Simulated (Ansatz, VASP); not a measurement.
## SnSe in VASP and in Ansatz

```
CELL_PARAMETERS angstrom
4.28533 0.00000 0.00000
0.00000 4.28533 0.00000
0.00000 0.00000 10.99069
ATOMIC_POSITIONS crystal
Sn 0.50000 0.00000 0.37223
Sn 0.00000 0.50000 0.62777
Se 0.50000 0.00000 0.61604
Se 0.00000 0.50000 0.38396
```

Alike in both runs: task single point; functional r2SCANh; k mesh 4 × 4 × 2; no spin polarisation.

|  | VASP | Ansatz |
| --- | --- | --- |
| version | VASP 6.6.1 | Ansatz 0.2.0 |
| potentials or method | VASP PAW PBE potentials, release 64 (Sn_d, Se) | plane waves, PAW |
| plane-wave cutoff (eV) | 440 | 500 |
| occupations | gaussian, width 0.01 eV | fixed |
| valence electrons in the cell | 40 | 60 |

```tsv
	VASP	Ansatz	Ansatz less VASP
gap on the k mesh at the Fermi level (eV)	2.34	2.32	-0.012
```

VASP's potentials were made for PBE, not for r2SCANh. VASP's potentials hold 40 valence electrons a cell and Ansatz's 60, so a difference there can come from the potentials and not from the codes.
